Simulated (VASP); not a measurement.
## KBr: electric field gradients with PBE

KBr:

```xyz
2
Lattice="0.0000 3.2925 3.2925 3.2925 0.0000 3.2925 3.2925 3.2925 0.0000" Properties=species:S:1:pos:R:3 pbc="T T T"
K     0.0000    0.0000    0.0000
Br    3.2925    3.2925    3.2925
```

```yaml
Program: VASP 6.6.1
Task: electric field gradients
Functional: PBE
Potentials_or_basis: VASP PAW PBE potentials, release 64 (K_sv, Br)
Cutoff: 520 eV
k_mesh: 7 × 7 × 7
Occupations: fermi-dirac, width 0.01 eV
Spin: no spin polarisation
Dipole_correction: no
Further_INCAR_settings: ALGO = Normal; EDIFF = 1e-08; NBANDS = 15
```

| Property | Result |
| --- | --- |
| Pressure | 0.9 GPa |
| Band gap on the k mesh | 4.45 eV, direct |

Levels at points of the mesh, in eV from the valence-band top:
| k point | band 6 | band 7 | band 8 | band 9 | band 10 | band 11 |
| --- | --- | --- | --- | --- | --- | --- |
| (0.00, 0.00, 0.00) | 0.00 | 0.00 | 0.00 | 4.45 | 7.61 | 7.61 |

Run time: 22 s on 1 thread of Intel(R) Xeon(R) 6975P-C (Granite Rapids), with other jobs on the host, peak memory 0.21 GiB.

Caveat: without QUAD_EFG the Cq values of the log hold for a quadrupole moment of 1 mb, not for the nuclei.
